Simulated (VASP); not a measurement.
# VH (Fm-3m) in VASP: notebook

The runs below take VH through single point, with PBEsol.

Everything below comes from runs of VASP 6.6.1. Logs are shortened: lines on timing, memory, paths and dates and some standing lists are left out, and cuts for length are marked.

**1. The cell of the first run**

Symmetry: Fm-3m, No. 225, cubic system. The conventional cell has a = 3.847 Å, b = 3.847 Å, c = 3.847 Å, α = 90.00°, β = 90.00°, γ = 90.00°. Within 2.6 Å of V (site symmetry m-3m) lie 6 H at 1.92 Å. Within 2.6 Å of H (site symmetry m-3m) lie 6 V at 1.92 Å.

**2. Single point, PBEsol, collinear spin, ferromagnetic start**

The input, INCAR:

```
SYSTEM = VH
PREC     = Accurate       ! precision mode
ENCUT    = 520            ! plane-wave cutoff, eV
EDIFF    = 1E-6           ! SCF threshold, eV
ISMEAR   = -1             ! smearing method
SIGMA    = 0.1            ! smearing width, eV
LREAL    = .False.        ! projectors in reciprocal space
LASPH    = .True.         ! aspherical terms in the spheres
NELM     = 150            ! most SCF steps
ALGO     = Normal         ! electronic algorithm
ISIF     = 2              ! what is computed and relaxed
LWAVE    = .False.        ! write WAVECAR
LCHARG   = .True.         ! write CHGCAR
ISPIN    = 2              ! spin polarisation
MAGMOM   = 1.5 0          ! initial moments
LORBIT   = 11             ! projections on sites
LMAXMIX  = 4              ! l up to which the mixer works
GGA      = PS             ! functional
LELF     = .True.         ! ELF
LVHAR    = .True.       
NBANDS   = 18             ! bands
```

The input, KPOINTS:

```
Automatic mesh
0
Gamma
  13 13 13
  0 0 0
```

The input, POSCAR:

```
VH
1.0
    0.0000000000      1.9236661393      1.9236661393
    1.9236661393      0.0000000000      1.9236661393
    1.9236661393      1.9236661393      0.0000000000
V H
1 1
Direct
    0.0000000000      0.0000000000      0.0000000000
    0.5000000000      0.5000000000      0.5000000000
```

Potentials or basis: VASP PAW PBE potentials, release 64 (V_sv, H).

The run is started by

```sh
cat potpaw_PBE.64/V_sv/POTCAR potpaw_PBE.64/H/POTCAR > POTCAR
mpirun -np 1 vasp_std > vasp.out
```

OUTCAR:

```text
SYSTEM = VH
   PREC = Accurate
   ENCUT = 520
   EDIFF = 1E-6
   ISMEAR = -1
   LREAL = .False.
   LASPH = .True.
   NELM = 150
   ISIF = 2
   ISPIN = 2
   LORBIT = 11
   GGA = PS

 ion  position               nearest neighbor table
   1  0.000  0.000  0.000-
   2  0.500  0.500  0.500-

  LATTYP: Found a face centered cubic cell.
 ALAT       =     3.8473322786

  Lattice vectors:

 A1 = (   0.0000000000,   1.9236661393,   1.9236661393)
 A2 = (   1.9236661393,   0.0000000000,   1.9236661393)
 A3 = (   1.9236661393,   1.9236661393,   0.0000000000)

Analysis of symmetry for initial positions (statically):
=====================================================================
 Subroutine PRICEL returns:
 Original cell was already a primitive cell.

 Routine SETGRP: Setting up the symmetry group for a
 face centered cubic supercell.

 Subroutine GETGRP returns: Found 48 space group operations
 (whereof 48 operations were pure point group operations)
 out of a pool of 48 trial point group operations.

The static configuration has the point symmetry O_h .

Analysis of symmetry for dynamics (positions and initial velocities):
=====================================================================
 Subroutine PRICEL returns:
 Original cell was already a primitive cell.

 Routine SETGRP: Setting up the symmetry group for a
 face centered cubic supercell.

 Subroutine GETGRP returns: Found 48 space group operations
 (whereof 48 operations were pure point group operations)
 out of a pool of 48 trial point group operations.

The dynamic configuration has the point symmetry O_h .

Analysis of structural, dynamic, and magnetic symmetry:
=====================================================================
 Subroutine PRICEL returns:
 Original cell was already a primitive cell.

 Routine SETGRP: Setting up the symmetry group for a
 face centered cubic supercell.

 Subroutine GETGRP returns: Found 48 space group operations
 (whereof 48 operations were pure point group operations)
 out of a pool of 48 trial point group operations.

The overall configuration has the point symmetry O_h .

 Subroutine INISYM returns: Found 48 space group operations
 (whereof 48 operations are pure point group operations),
 and found     1 'primitive' translations

----------------------------------------------------------------------------------------

                                     Primitive cell

  volume of cell :      14.2370

  direct lattice vectors                    reciprocal lattice vectors
     0.000000000  1.923666139  1.923666139    -0.259920362  0.259920362  0.259920362
     1.923666139  0.000000000  1.923666139     0.259920362 -0.259920362  0.259920362
     1.923666139  1.923666139  0.000000000     0.259920362  0.259920362 -0.259920362

  length of vectors
     2.720474744  2.720474744  2.720474744     0.450195274  0.450195274  0.450195274

  position of ions in fractional coordinates (direct lattice)
     0.000000000  0.000000000  0.000000000
     0.500000000  0.500000000  0.500000000

  ion indices of the primitive-cell ions
   primitive index   ion index
                 1           1
                 2           2

----------------------------------------------------------------------------------------

 KPOINTS: Automatic mesh

Automatic generation of k-mesh.
 Grid dimensions read from file:
 generate k-points for:   13   13   13

 Generating k-lattice:

  Cartesian coordinates                     Fractional coordinates (reciprocal lattice)
    -0.019993874  0.019993874  0.019993874     0.076923077  0.000000000  0.000000000
     0.019993874 -0.019993874  0.019993874     0.000000000  0.076923077  0.000000000
     0.019993874  0.019993874 -0.019993874     0.000000000  0.000000000  0.076923077

  Length of vectors
     0.034630406  0.034630406  0.034630406

  Shift w.r.t. Gamma in fractional coordinates (k-lattice)
     0.000000000  0.000000000  0.000000000

 Subroutine IBZKPT returns following result:
 ===========================================

 Found     84 irreducible k-points:

 Following reciprocal coordinates:
            Coordinates               Weight
  0.000000  0.000000  0.000000      1.000000
  0.076923  0.000000  0.000000      8.000000
  0.153846  0.000000  0.000000      8.000000
  0.230769  0.000000  0.000000      8.000000
  0.307692  0.000000  0.000000      8.000000
  0.384615  0.000000  0.000000      8.000000
[... 16 lines left out ...]
  0.384615  0.153846  0.000000     24.000000
  0.461538  0.153846  0.000000     24.000000
 [... further k-points ...]
   k-points           NKPTS =     84   k-points in BZ     NKDIM =     84   number of bands    NBANDS=     18
   number of dos      NEDOS =    301   number of ions     NIONS =      2
   total plane-waves  NPLWV =   8000
   dimension x,y,z NGX =    20 NGY =   20 NGZ =   20
   dimension x,y,z NGXF=    40 NGYF=   40 NGZF=   40
   ions per type =               1   1
   NGX,Y,Z   is equivalent  to a cutoff of  12.22, 12.22, 12.22 a.u.
   NGXF,Y,Z  is equivalent  to a cutoff of  24.44, 24.44, 24.44 a.u.
 SYSTEM =  VH
   PREC   = accura    normal or accurate (medium, high low for compatibility)
   ISTART =      0    job   : 0-new  1-cont  2-samecut
   ICHARG =      2    charge: 1-file 2-atom 10-const
   ISPIN  =      2    spin polarized calculation?
   LNONCOLLINEAR =      F non collinear calculations
   LSORBIT =      F    spin-orbit coupling
   LASPH  =      T    aspherical Exc in radial PAW
   ENCUT  =  520.0 eV  38.22 Ry    6.18 a.u.   5.06  5.06  5.06*2*pi/ulx,y,z
   NELM   =    150;   NELMIN=  2; NELMDL= -5     # of ELM steps
   EDIFF  = 0.1E-05   stopping-criterion for ELM
   LREAL  =      F    real-space projection
   EDIFFG = 0.1E-04   stopping-criterion for IOM
   NSW    =      0    number of steps for IOM
   IBRION =     -1    ionic relax: 0-MD 1-quasi-New 2-CG
   NFREE  =      0    steps in history (QN), initial steepest desc. (CG)
   ISIF   =      2    stress and relaxation
   ISYM   =      2    0-nonsym 1-usesym 2-fastsym
   POTIM  = 0.5000    time-step for ionic-motion
   TEBEG  =    0.0;   TEEND  =   0.0 temperature during run
   PSTRESS=    0.0 pullay stress
   NELECT =      14.0000    total number of electrons
   NUPDOWN=      -1.0000    fix difference up-down
   EMIN   =  10.00;   EMAX   =-10.00  energy-range for DOS
   EFERMI =   0.00;   METHOD = LEGACY
   ISMEAR =    -1;   SIGMA  =   0.10  broadening in eV -4-tet -1-fermi 0-gaus
   EFERMI_NEDOS =   21; number of points for ismear=-14 and -15
   IALGO  =     38    algorithm
   IMIX   =      4    mixing-type and parameters
     AMIX     =   0.40;   BMIX     =  1.00
     AMIX_MAG =   1.60;   BMIX_MAG =  1.00
  volume/ion in A,a.u.               =       7.12        48.04
  Fermi-wavevector in a.u.,A,eV,Ry     =   1.627963  3.076404 36.059016  2.650263
  Thomas-Fermi vector in A             =   2.720672
   LORBIT       =     11    0 simple, 1 ext, 2 COOP (PROOUT), +10 PAW based schemes
   GGA     = PS    functional components
   LHFCALC =     F    Hartree Fock is set to
   AEXX    =    0.0000 exact exchange contribution
   IVDW    =     0    specifies the selected vdW correction
   LEPSILON=     F    determine dielectric tensor
   LRPA    =     F    only Hartree local field effects (RPA)
 spin polarized calculation
  energy-cutoff  :      520.00
  volume of cell :       14.24
 maximum number of plane-waves:       391
   NGX = 11   NGY = 11   NGZ = 11

 number of electron      13.9999996 magnetization      -0.0001450

 number of electron      13.9999996 magnetization       0.0003499

 Free energy of the ion-electron system (eV)
  ---------------------------------------------------
  ext. energy  EPLUGINS =         0.00000000
  ---------------------------------------------------
  free energy    TOTEN  =       -13.38823181 eV

  energy without entropy =      -13.33947127  energy(sigma->0) =      -13.36385154

 E-fermi :  10.5575     XC(G=0): -13.4500

 val. band max:       10.5501279554   @ k =   0.0769   0.0000   0.0000
 cond. band min:      10.5885660683   @ k =   0.4615   0.3846   0.0769
 fundamental gap:      0.0384381129
 Fermi energy:        10.5575467035

 spin component 1

 k-point     1 :       0.0000    0.0000    0.0000
  band No.  band energies     occupation
      1     -53.2659      1.00000
      2     -26.7814      1.00000
      3     -26.7814      1.00000
      4     -26.7814      1.00000
      5      -0.2800      1.00000
      6      10.4762      0.69287
[... 10 lines left out ...]
     17      37.2488      0.00000
     18      37.2488      0.00000
[... 463 lines left out ...]
 k-point    24 :       0.4615    0.1538    0.0000
  band No.  band energies     occupation
      1     -53.1002      1.00000
      2     -27.5108      1.00000
      3     -26.9711      1.00000
      4     -26.9243      1.00000
      5       3.9598      1.00000
      6       7.6287      1.00000
[... 10 lines left out ...]
     17      38.5803      0.00000
     18      43.4752      0.00000

 [... further k-points ...]

 spin component 2

 k-point     1 :       0.0000    0.0000    0.0000
  band No.  band energies     occupation
      1     -53.2655      1.00000
      2     -26.7809      1.00000
      3     -26.7809      1.00000
      4     -26.7809      1.00000
      5      -0.2798      1.00000
      6      10.4764      0.69253
[... 10 lines left out ...]
     17      37.2494      0.00000
     18      37.2494      0.00000
[... 463 lines left out ...]
 k-point    24 :       0.4615    0.1538    0.0000
  band No.  band energies     occupation
      1     -53.0998      1.00000
      2     -27.5103      1.00000
      3     -26.9706      1.00000
      4     -26.9238      1.00000
      5       3.9600      1.00000
      6       7.6288      1.00000
[... 10 lines left out ...]
     17      38.5804      0.00000
     18      43.4754      0.00000

 [... further k-points ...]

------------------------ aborting loop because EDIFF is reached ----------------------------------------

  FORCE on cell =-STRESS in cart. coord.  units (eV):
  Direction    XX          YY          ZZ          XY          YZ          ZX
  --------------------------------------------------------------------------------------
  -------------------------------------------------------------------------------------
  Total        0.9012935      0.9012935      0.9012935      0.0000000      0.0000000      0.0000000
  in kB      101.4279701    101.4279701    101.4279701      0.0000000      0.0000000      0.0000000
  external PRESSURE =     101.4279701 kB  Pullay stress =       0.0000000 kB

 VOLUME and BASIS-vectors are now :
 -----------------------------------------------------------------------------
  energy-cutoff  :      520.00
  volume of cell :       14.24
      direct lattice vectors                 reciprocal lattice vectors
     0.000000000  1.923666139  1.923666139    -0.259920362  0.259920362  0.259920362
     1.923666139  0.000000000  1.923666139     0.259920362 -0.259920362  0.259920362
     1.923666139  1.923666139  0.000000000     0.259920362  0.259920362 -0.259920362

 POSITION                                       TOTAL-FORCE (eV/Angst)
 -----------------------------------------------------------------------------------
      0.00000      0.00000      0.00000         0.000000      0.000000      0.000000
      1.92367      1.92367      1.92367        -0.000000     -0.000000     -0.000000
 -----------------------------------------------------------------------------------
    total drift:                               -0.000000     -0.000000     -0.000000

  FREE ENERGIE OF THE ION-ELECTRON SYSTEM (eV)
  ---------------------------------------------------
  free  energy   TOTEN  =       -13.3882318115 eV

  energy  without entropy=      -13.3394712686  energy(sigma->0) =      -13.36385154

 total charge

# of ion       s       p       d       tot
------------------------------------------
    1        2.290   6.269   3.210  11.770
    2        0.551   0.035   0.000   0.586
--------------------------------------------------
tot          2.841   6.304   3.210  12.355

 magnetization (x)

# of ion       s       p       d       tot
------------------------------------------
    1        0.000   0.000   0.000   0.000
    2       -0.000   0.000   0.000  -0.000
--------------------------------------------------
tot         -0.000   0.000   0.000   0.000
```

Run time: 29 s. Hardware: 1 thread of AMD EPYC 7R13 (Zen 3), shared host; peak memory 0.12 GiB.

What came out:

```yaml
Free_energy: -13.3882 eV
Pressure: 10.1 GPa
Band_gap_on_the_k_mesh: zero (filled and empty bands overlap)
Net_moment: 0.00 μB per cell
Valence_electrons_inside_the_program's_atomic_spheres: V 11.77; H 0.59
```

Caveat: the cell stands under pressure; the moments typed at the start vanished in this run; the PAW data sets were made with another functional, which shifts forces and pressure a little.

**3. Single point, PBEsol, collinear spin, ferromagnetic start**

This run uses another cell than the first one, of 7.27 Å³/atom.

The input, INCAR:

```
SYSTEM = VH
ALGO = Normal
EDIFF = 1E-6
ENCUT = 520
GGA = PS
ISIF = 2
ISMEAR = -1
ISPIN = 2
LASPH = .TRUE.
LCHARG = .FALSE.
LMAXMIX = 4
LORBIT = 11
LREAL = .FALSE.
LWAVE = .FALSE.
MAGMOM = 1.5 0
NBANDS = 18
NELM = 150
PREC = Accurate
SIGMA = 0.1
```

The input, KPOINTS:

```
k-points
0
G
  13 13 13
  0 0 0
```

The input, POSCAR:

```
VH
1.0
    0.0000000000      1.9372135303      1.9372135303
    1.9372135303      0.0000000000      1.9372135303
    1.9372135303      1.9372135303      0.0000000000
V H
1 1
Direct
    0.0000000000      0.0000000000      0.0000000000
    0.5000000000      0.5000000000      0.5000000000
```

Potentials or basis: VASP PAW PBE potentials, release 64 (V_sv, H).

The run is started by

```sh
cat potpaw_PBE.64/V_sv/POTCAR potpaw_PBE.64/H/POTCAR > POTCAR
mpirun -np 1 vasp_std > vasp.out
```

Wall time 27 s (1 thread of AMD EPYC 7R13 (Zen 3), shared host); peak memory 0.12 GiB.

It converged, with:

```
Free energy                                           : -13.4030 eV
Pressure                                              : 5.0 GPa
Band gap on the k mesh                                : zero (filled and empty bands overlap)
Net moment                                            : 0.00 μB per cell
Valence electrons inside the program's atomic spheres : V 11.73; H 0.58
```

Levels at points of the mesh, in eV from the Fermi level:
Spin up:
```csv
k point,band 5,band 6,band 7,band 8,band 9,band 10
"(0.00, 0.00, 0.00)",-10.73,-0.07,-0.07,-0.07,1.51,1.51
```
Spin down:
```tsv
k point	band 3	band 4	band 5	band 6	band 7	band 8	band 9	band 10	band 11	band 12
(0.00, 0.00, 0.00)	-37.39	-37.39	-10.73	-0.07	-0.07	-0.07	1.51	1.51	13.25	16.73
```

Caveat: the cell stands under pressure; the moments typed at the start vanished in this run; the PAW data sets were made with another functional, which shifts forces and pressure a little.

The gap in the log of VASP goes by the Fermi energy; the results here count the filled bands.